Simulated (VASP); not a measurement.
# Ni3GeC (Pm-3m) in VASP: notebook, part 2 of 2

VASP 6.6.1. Earlier steps stand in the parts before.

### 5 Relaxation of cell and atoms, PBE+D4, collinear spin, ferromagnetic start

This run uses another cell than the first one, of 11.05 Å³/atom.

The input, INCAR:

```
PREC = Accurate
ENCUT = 600
EDIFF = 1E-6
ISMEAR = -1
SIGMA = 0.1
LREAL = F
LASPH = T
NELM = 150
ALGO = Normal
ISIF = 3
LWAVE = F
LCHARG = F
ISPIN = 2
MAGMOM = 1.5 1.5 1.5 0 0
LORBIT = 11
LMAXMIX = 4
GGA = PE
IVDW = 13
IBRION = 2
NSW = 80
EDIFFG = -0.01
```

The input, KPOINTS:

```
regular mesh
0
Gamma
  6 6 6
```

The input, POSCAR:

```
Ni3GeC
1.0
    3.8087090000      0.0000000000      0.0000000000
    0.0000000000      3.8087090000      0.0000000000
    0.0000000000      0.0000000000      3.8087090000
Ni Ge C
3 1 1
Direct
    0.0000000000      0.5000000000      0.5000000000
    0.5000000000      0.5000000000      0.0000000000
    0.5000000000      0.0000000000      0.5000000000
    0.0000000000      0.0000000000      0.0000000000
    0.5000000000      0.5000000000      0.5000000000
```

Potentials or basis: VASP PAW PBE potentials, release 64 (Ni, Ge_d, C).

Started as:

```sh
cat potpaw_PBE.64/Ni/POTCAR potpaw_PBE.64/Ge_d/POTCAR potpaw_PBE.64/C/POTCAR > POTCAR
mpirun -np 1 vasp_std > vasp.out
```

OUTCAR:

```text
PREC = Accurate
   ENCUT = 600
   EDIFF = 1E-6
   ISMEAR = -1
   LREAL = F
   LASPH = T
   NELM = 150
   ISIF = 3
   ISPIN = 2
   LORBIT = 11
   GGA = PE
   IVDW = 13
   IBRION = 2
   NSW = 80
   EDIFFG = -0.01

 ion  position               nearest neighbor table
   1  0.000  0.500  0.500-   5 1.90   5 1.90   4 2.69   2 2.69   2 2.69   4 2.69   3 2.69   4 2.69
                             4 2.69   2 2.69   3 2.69   3 2.69   2 2.69   3 2.69
   2  0.500  0.500  0.000-   5 1.90   5 1.90   4 2.69   1 2.69   1 2.69   3 2.69   3 2.69   3 2.69
                             4 2.69   3 2.69   1 2.69   4 2.69   1 2.69   4 2.69
   3  0.500  0.000  0.500-   5 1.90   5 1.90   4 2.69   1 2.69   2 2.69   4 2.69   1 2.69   2 2.69
                             2 2.69   2 2.69   1 2.69   4 2.69   4 2.69   1 2.69
   4  0.000  0.000  0.000-   1 2.69   2 2.69   3 2.69   1 2.69   3 2.69   1 2.69   2 2.69   1 2.69
                             2 2.69   3 2.69   3 2.69   2 2.69
   5  0.500  0.500  0.500-   1 1.90   2 1.90   3 1.90   2 1.90   3 1.90   1 1.90

  LATTYP: Found a simple cubic cell.
 ALAT       =     3.8087090000

  Lattice vectors:

 A1 = (   3.8087090000,   0.0000000000,   0.0000000000)
 A2 = (   0.0000000000,   3.8087090000,   0.0000000000)
 A3 = (   0.0000000000,   0.0000000000,   3.8087090000)

Analysis of symmetry for initial positions (statically):
=====================================================================
 Subroutine PRICEL returns:
 Original cell was already a primitive cell.

[... 275 lines left out ...]

 number of electron      47.9999973 magnetization       0.0000030

 Free energy of the ion-electron system (eV)
  ---------------------------------------------------
  ext. energy  EPLUGINS =         0.00000000
  ---------------------------------------------------
  free energy    TOTEN  =       -29.76438823 eV

  energy without entropy =      -29.63480027  energy(sigma->0) =      -29.69959425

 E-fermi :   9.5845     XC(G=0): -12.9403

 val. band max:        9.5804729149   @ k =   0.5000   0.3333   0.3333
 cond. band min:       9.5893538406   @ k =   0.3333   0.1667   0.1667
 fundamental gap:      0.0088809256
 Fermi energy:         9.5845305501

 spin component 1

 k-point     1 :       0.0000    0.0000    0.0000
  band No.  band energies     occupation
      1     -15.3801      1.00000
      2     -15.3801      1.00000
      3     -15.3765      1.00000
      4     -15.3765      1.00000
      5     -15.3765      1.00000
      6      -4.7169      1.00000
[... 649 lines left out ...]
     29      19.0228      0.00000
     30      19.0228      0.00000
 Fermi energy:         9.5845305501

 spin component 2

 k-point     1 :       0.0000    0.0000    0.0000
  band No.  band energies     occupation
      1     -15.3801      1.00000
      2     -15.3801      1.00000
      3     -15.3765      1.00000
      4     -15.3765      1.00000
      5     -15.3765      1.00000
      6      -4.7169      1.00000
[... 685 lines left out ...]
  FREE ENERGIE OF THE ION-ELECTRON SYSTEM (eV)
  ---------------------------------------------------
  free  energy   TOTEN  =       -31.8154393457 eV

  energy  without entropy=      -31.6858513918  energy(sigma->0) =      -31.75064537

 reached required accuracy - stopping structural energy minimisation

 total charge

# of ion       s       p       d       tot
------------------------------------------
    1        0.447   0.594   8.486   9.527
    2        0.447   0.594   8.486   9.527
    3        0.447   0.594   8.486   9.527
    4        1.147   1.049  10.056  12.252
    5        0.880   1.553   0.000   2.433
--------------------------------------------------
tot          3.367   4.383  35.515  43.265

 magnetization (x)

# of ion       s       p       d       tot
------------------------------------------
    1        0.000   0.000   0.000   0.000
    2        0.000   0.000   0.000   0.000
    3        0.000   0.000   0.000   0.000
    4        0.000   0.000  -0.000   0.000
    5       -0.000  -0.000   0.000  -0.000
--------------------------------------------------
tot          0.000   0.000   0.000   0.000
```

Run time: 5.5 min. Hardware: 1 thread of Intel Xeon 8259CL, shared host; peak memory 0.23 GiB.

Results:

- Free energy: -31.8154 eV
- Relaxed volume: 10.81 Å³/atom
- Relaxed cell: a = 3.781 Å, b = 3.781 Å, c = 3.781 Å, α = 90.00°, β = 90.00°, γ = 90.00°
- Space group after relaxing (to 0.1 Å): Pm-3m (No. 221)
- Energy gained by relaxing: 3.0 meV/atom
- Ionic steps: 3
- Pressure after relaxing: 0.1 GPa
- Band gap on the k mesh: zero (filled and empty bands overlap)
- Net moment: 0.00 μB per cell
- Valence electrons inside the program's atomic spheres: Ni 9.53; Ge 12.25; C 2.43
- Dispersion energy per atom: -0.410 eV

Step by step:
| step | energy change (eV) | largest force (eV/Å) | pressure (GPa) | volume (Å³) |
| --- | --- | --- | --- | --- |
| 1 | 0.0000 | 0.0000 | -3.72 | 55.25 |
| 2 | -0.0073 | 0.0000 | 3.04 | 53.22 |
| 3 | -0.0150 | 0.0000 | 0.07 | 54.03 |

Final structure:
```xyz
5
Lattice="3.7806 0.0000 0.0000 0.0000 3.7806 0.0000 0.0000 0.0000 3.7806" Properties=species:S:1:pos:R:3 pbc="T T T"
Ni    0.0000    1.8903    1.8903
Ni    1.8903    1.8903    0.0000
Ni    1.8903    0.0000    1.8903
Ge    0.0000    0.0000    0.0000
C     1.8903    1.8903    1.8903
```

Levels at points of the mesh, in eV from the Fermi level:
Spin up:
```csv
k point,band 20,band 21,band 22,band 23,band 24,band 25,band 26,band 27,band 28,band 29
"(0.00, 0.00, 0.00)",-1.69,-0.97,-0.97,-0.97,-0.72,0.59,1.51,1.51,1.51,4.78
"(0.50, 0.00, 0.00)",-1.82,-1.28,-0.97,-0.07,-0.07,0.47,2.14,2.37,2.37,5.56
"(0.50, 0.50, 0.00)",-1.64,-1.33,-1.26,-0.56,-0.56,1.08,3.88,3.88,4.08,4.44
"(0.50, 0.50, 0.50)",-1.38,-1.38,-0.93,-0.93,-0.93,-0.39,0.97,0.97,0.97,9.44
```
Spin down:
| k point | band 21 | band 22 | band 23 | band 24 | band 25 | band 26 | band 27 | band 28 |
| --- | --- | --- | --- | --- | --- | --- | --- | --- |
| (0.00, 0.00, 0.00) | -0.97 | -0.97 | -0.97 | -0.72 | 0.59 | 1.51 | 1.51 | 1.51 |
| (0.50, 0.00, 0.00) | -1.28 | -0.97 | -0.07 | -0.07 | 0.47 | 2.14 | 2.37 | 2.37 |
| (0.50, 0.50, 0.00) | -1.33 | -1.26 | -0.56 | -0.56 | 1.08 | 3.88 | 3.88 | 4.08 |
| (0.50, 0.50, 0.50) | -1.38 | -0.93 | -0.93 | -0.93 | -0.39 | 0.97 | 0.97 | 0.97 |

Caveat: the moments typed at the start vanished in this run.

The gap in the log of VASP goes by the Fermi energy; the results here count the filled bands.